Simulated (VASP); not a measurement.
# TaN (Fm-3m) in VASP: notebook, part 2 of 2

VASP 6.6.1. Earlier steps stand in the parts before.

**3. Single point, PBEsol (equal strain along all axes, cell held: -3.0 %)**

The input, INCAR:

```
SYSTEM = TaN
  PREC = Accurate
  ENCUT = 520
  EDIFF = 1E-7
  ISMEAR = 0
  SIGMA = 0.1
  LREAL = .FALSE.
  LASPH = .TRUE.
  NELM = 100
  ALGO = Fast
  ISIF = 2
  LWAVE = .FALSE.
  LCHARG = .FALSE.
  GGA = PS
  NBANDS = 24
```

The input, KPOINTS:

```
Automatic mesh
0
G
  16 16 12
  0 0 0
```

The input, POSCAR:

```
TaN
1.0
    2.1222093604      2.1222093604      0.0000000000
   -2.1222093604      2.1222093604      0.0000000000
    0.0000000000      0.0000000000      4.2444187207
Ta N
2 2
Direct
    0.5000000000      0.5000000000      0.0000000000
    0.0000000000      0.0000000000      0.5000000000
    0.0000000000      0.0000000000      0.0000000000
    0.5000000000      0.5000000000      0.5000000000
```

Potentials or basis: VASP PAW PBE potentials, release 64 (Ta_pv, N).

Launch:

```sh
cat potpaw_PBE.64/Ta_pv/POTCAR potpaw_PBE.64/N/POTCAR > POTCAR
mpirun -np 1 vasp_std > vasp.out
```

OUTCAR:

```text
SYSTEM = TaN
   PREC = Accurate
   ENCUT = 520
   EDIFF = 1E-7
   ISMEAR = 0
   LREAL = .FALSE.
   LASPH = .TRUE.
   NELM = 100
   ISIF = 2
   GGA = PS

 ion  position               nearest neighbor table
   1  0.500  0.500  0.000-   4 2.12   4 2.12   3 2.12   3 2.12   3 2.12   3 2.12   2 3.00   2 3.00
                             2 3.00   2 3.00   2 3.00   2 3.00   2 3.00   2 3.00
   2  0.000  0.000  0.500-   3 2.12   3 2.12   4 2.12   4 2.12   4 2.12   4 2.12   1 3.00   1 3.00
                             1 3.00   1 3.00   1 3.00   1 3.00   1 3.00   1 3.00
   3  0.000  0.000  0.000-   2 2.12   2 2.12   1 2.12   1 2.12   1 2.12   1 2.12
   4  0.500  0.500  0.500-   1 2.12   1 2.12   2 2.12   2 2.12   2 2.12   2 2.12

  LATTYP: Found a simple tetragonal cell.
 ALAT       =     3.0012572597
 C/A-ratio  =     1.4142135623

  Lattice vectors:

 A1 = (   2.1222093604,   2.1222093604,   0.0000000000)
 A2 = (  -2.1222093604,   2.1222093604,   0.0000000000)
 A3 = (   0.0000000000,   0.0000000000,   4.2444187207)

Analysis of symmetry for initial positions (statically):
=====================================================================
 Subroutine PRICEL returns following result:

  LATTYP: Found a face centered cubic cell.
 ALAT       =     4.2444187207

[... 192 lines left out ...]
 cond. band min:      10.6093689017   @ k =   0.3125   0.0625   0.0833
 fundamental gap:      0.0004702662
 Fermi energy:        10.6091593670

 k-point     1 :       0.0000    0.0000    0.0000
  band No.  band energies     occupation
      1     -25.9474      2.00000
      2     -25.2927      2.00000
      3     -25.2927      2.00000
      4     -24.8745      2.00000
      5     -24.8744      2.00000
      6     -24.8744      2.00000
[... 637 lines left out ...]
     23      17.8108      0.00000
     24      17.8108      0.00000

 [... further k-points ...]

------------------------ aborting loop because EDIFF is reached ----------------------------------------

  FORCE on cell =-STRESS in cart. coord.  units (eV):
  Direction    XX          YY          ZZ          XY          YZ          ZX
  --------------------------------------------------------------------------------------
  -------------------------------------------------------------------------------------
  Total        9.8921064      9.8921064      9.9383276      0.0000000      0.0000000     -0.0000000
  in kB      414.5478757    414.5478757    416.4848618      0.0000000      0.0000000     -0.0000000
  external PRESSURE =     415.1935378 kB  Pullay stress =       0.0000000 kB

 VOLUME and BASIS-vectors are now :
 -----------------------------------------------------------------------------
  energy-cutoff  :      520.00
  volume of cell :       38.23
      direct lattice vectors                 reciprocal lattice vectors
     2.122209360  2.122209360  0.000000000     0.235603522  0.235603522  0.000000000
    -2.122209360  2.122209360  0.000000000    -0.235603522  0.235603522  0.000000000
     0.000000000  0.000000000  4.244418721     0.000000000  0.000000000  0.235603522

 POSITION                                       TOTAL-FORCE (eV/Angst)
 -----------------------------------------------------------------------------------
      0.00000      2.12221      0.00000         0.000000      0.000000      0.000000
      0.00000      0.00000      2.12221         0.000000     -0.000000      0.000000
      0.00000      0.00000      0.00000         0.000000     -0.000000      0.000000
      0.00000      2.12221      2.12221        -0.000000      0.000000     -0.000000
 -----------------------------------------------------------------------------------
    total drift:                                0.000000     -0.000000     -0.000000

  FREE ENERGIE OF THE ION-ELECTRON SYSTEM (eV)
  ---------------------------------------------------
  free  energy   TOTEN  =       -45.9724204062 eV

  energy  without entropy=      -45.9634883089  energy(sigma->0) =      -45.96795436
```

It took 6 min on 1 thread of Oxide Virtual Turin-like, shared host; peak memory 0.3 GiB.

What came out:

```yaml
Free_energy: -45.9724 eV
Pressure: 41.5 GPa
Band_gap_on_the_k_mesh: zero (bands 16 and 17 overlap by 4.71 eV)
```

Caveat: the cell differs from its parent crystal (equal strain along all axes, cell held: -3.0 %); the cell stands under pressure; the PAW data sets were made with another functional, which shifts forces and pressure a little; spin-orbit coupling is left out, which moves the levels of the heavy elements.

**4. Single point, PBEsol (equal strain along all axes, cell held: -1.5 %)**

The input, INCAR:

```
PREC = Accurate
ENCUT = 520
EDIFF = 1E-7
ISMEAR = 0
SIGMA = 0.1
LREAL = F
LASPH = T
NELM = 80
ALGO = Fast
ISIF = 2
LWAVE = F
LCHARG = F
GGA = PS
NBANDS = 24
```

The input, KPOINTS:

```
Automatic mesh
0
Gamma
  16 16 12
```

The input, POSCAR:

```
TaN
1.0
    2.1550270309      2.1550270309      0.0000000000
   -2.1550270309      2.1550270309      0.0000000000
    0.0000000000      0.0000000000      4.3100540618
Ta N
2 2
Direct
    0.5000000000      0.5000000000      0.0000000000
    0.0000000000      0.0000000000      0.5000000000
    0.0000000000      0.0000000000      0.0000000000
    0.5000000000      0.5000000000      0.5000000000
```

Launch:

```sh
cat potpaw_PBE.64/Ta_pv/POTCAR potpaw_PBE.64/N/POTCAR > POTCAR
mpirun -np 1 vasp_std > vasp.out
```

Run time: 6 min. Hardware: 1 thread of Oxide Virtual Turin-like, shared host; peak memory 0.31 GiB.

Results (log left out):

| Quantity | Value |
| --- | --- |
| Free energy | -46.3104 eV |
| Pressure | 19.2 GPa |
| Band gap on the k mesh | zero (bands 16 and 17 overlap by 4.41 eV) |

Levels at points of the mesh, in eV from the Fermi level:
```tsv
k point	band 13	band 14	band 15	band 16	band 17	band 18	band 19	band 20
(0.00, 0.00, 0.00)	-3.96	-3.96	-3.96	-2.30	-2.30	-2.30	0.05	0.05
(0.50, 0.00, 0.00)	-6.91	-6.91	0.44	0.44	0.70	0.70	1.91	1.91
(0.50, 0.50, 0.00)	-4.74	-4.74	-4.74	-4.74	2.30	2.30	3.93	3.93
(0.00, 0.00, 0.50)	-5.08	-5.08	-4.46	-4.46	1.06	1.06	1.80	1.80
(0.50, 0.00, 0.50)	-8.03	-8.03	2.11	2.11	2.11	2.11	2.22	2.22
(0.50, 0.50, 0.50)	-7.00	-7.00	-0.19	-0.19	-0.19	-0.19	3.95	3.95
```

Caveat: the cell differs from its parent crystal (equal strain along all axes, cell held: -1.5 %); the cell stands under pressure; the PAW data sets were made with another functional, which shifts forces and pressure a little; spin-orbit coupling is left out, which moves the levels of the heavy elements.

**5. The runs side by side**

```tsv
cell	further INCAR settings	gap on the mesh (eV)	pressure (GPa)
a = 2.955, b = 2.955, c = 4.179 Å, 4 atoms	ALGO = Fast; EDIFF = 1e-06; NBANDS = 24	none	68.9
a = 3.001, b = 3.001, c = 4.244 Å, 4 atoms	ALGO = Fast; EDIFF = 1e-07; NBANDS = 24	none	41.5
a = 3.048, b = 3.048, c = 4.310 Å, 4 atoms	ALGO = Fast; EDIFF = 1e-07; NBANDS = 24	none	19.2
```

Alike in all rows: task single point; level PBEsol; potentials or basis VASP PAW PBE potentials, release 64 (Ta_pv, N); no spin polarisation; k mesh 16 × 16 × 12; cutoff (eV) 520; smearing gaussian 0.1 eV.

Caveats: the cell stands under pressure; the PAW data sets were made with another functional, which shifts forces and pressure a little; spin-orbit coupling is left out, which moves the levels of the heavy elements.

Total energies depend on the potentials used, so only differences within one code and one set of settings carry meaning.
